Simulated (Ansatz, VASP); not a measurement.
# Ni in VASP and in Ansatz

```
Ni
1.0
     2.46728    0.00000    0.00000
    -1.23364    2.13672    0.00000
     0.00000    0.00000    8.08382
Ni
4
Direct
  0.00000 0.00000 0.00000
  0.00000 0.00000 0.50000
  0.33333 0.66667 0.25000
  0.66667 0.33333 0.75000
```

Alike in both runs: task single point; functional revPBE; k mesh 16 × 16 × 5; occupations fermi-dirac, width 0.1 eV; no spin polarisation.

```csv
,VASP,Ansatz
version,VASP 6.6.1,Ansatz 0.2.0
potentials or method,"VASP PAW PBE potentials, release 64 (Ni), cutoff 520 eV","plane waves (420 eV) with PAW, scalar-relativistic"
valence electrons in the cell,40,72
```

|  | VASP | Ansatz | Ansatz less VASP |
| --- | --- | --- | --- |
| pressure (GPa) | 8.5 | 8.4 | -0.14 |
| traceless stress, the component that is largest in VASP (GPa) | -0.06 | -0.04 | +0.019 |

VASP's potentials were made for PBE, not for revPBE. The functional is the same, so the differences come from potentials, cutoffs and numerics. VASP's potentials hold 40 valence electrons a cell and Ansatz's 72, so a difference there can come from the potentials and not from the codes.
